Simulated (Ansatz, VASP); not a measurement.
## KZnF3: VASP beside Ansatz

The input POSCAR:

```
KZnF3
1.0
    3.9952635604      0.0000000000      0.0000000000
    0.0000000000      3.9952635604      0.0000000000
    0.0000000000      0.0000000000      3.9952635604
Zn K F
1 1 3
Direct
    0.5000000000      0.5000000000      0.5000000000
    0.0000000000      0.0000000000      0.0000000000
    0.5000000000      0.0000000000      0.5000000000
    0.0000000000      0.5000000000      0.5000000000
    0.5000000000      0.5000000000      0.0000000000
```

INCAR.step1

```
PREC = Accurate ; ENCUT = 520
ISMEAR = -1 ; SIGMA = 0.05
LREAL = False ; LASPH = True
NELM = 80 ; NBANDS = 29
GGA = PE ; ALGO = Normal
EDIFF = 1E-4 ; LWAVE = True
LCHARG = False
```

File INCAR.step2:

```
PREC = Accurate ; ENCUT = 520
EDIFF = 1E-7 ; ISMEAR = -1
SIGMA = 0.05 ; LREAL = False
LASPH = True ; NELM = 80
ALGO = Normal ; ISIF = 2
LWAVE = False ; LCHARG = False
METAGGA = R2SCAN ; LMIXTAU = True
NBANDS = 29 ; ISTART = 1
```

Contents of KPOINTS:

```
Automatic mesh
0
Gamma
  7 7 7
```

input.yaml

```yaml
crystal:
  lattice:
    - [3.9952635604, 0.0, 0.0]
    - [0.0, 3.9952635604, 0.0]
    - [0.0, 0.0, 3.9952635604]
  atoms:
    - { symbol: Zn, position: [0.5, 0.5, 0.5] }
    - { symbol: K, position: [0.0, 0.0, 0.0] }
    - { symbol: F, position: [0.5, 0.0, 0.5] }
    - { symbol: F, position: [0.0, 0.5, 0.5] }
    - { symbol: F, position: [0.5, 0.5, 0.0] }
hamiltonian:
  xc: r2scan
  pseudopotentials: { kind: paw }
kpoints:
  mp_grid: { grid: [7, 7, 7] }
scf:
  occupations: { method: fermi_dirac, width: 0.05 }
output:
  forces: true
  stress: true
  eigenvalues: true
```

Alike in both runs: task single point; functional r2SCAN; k mesh 7 × 7 × 7; occupations fermi-dirac, width 0.05 eV; no spin polarisation.

|  | VASP | Ansatz |
| --- | --- | --- |
| version | VASP 6.6.1 | Ansatz 0.2.0 |
| potentials or method | VASP PAW PBE potentials, release 64 (Zn, K_sv, F) | Ansatz PAW |
| plane-wave cutoff (eV) | 520 | 500 |
| valence electrons in the cell | 42 | 42 |

|  | VASP | Ansatz | Ansatz less VASP |
| --- | --- | --- | --- |
| gap on the k mesh at the Fermi level (eV) | 4.80 | 4.86 | +0.056 |
| least direct gap on the mesh (eV) | 6.93 | 6.95 | +0.024 |
| pressure (GPa) | 4.1 | 3.5 | -0.53 |

VASP's potentials were made for PBE, not for r2SCAN. With one functional, cell and mesh, what is left measures potentials, basis and numerics.

Noted on Ansatz's run: odd divisions of the mesh miss points on the zone boundary, where band edges often lie, so the gap on the mesh can be too wide.
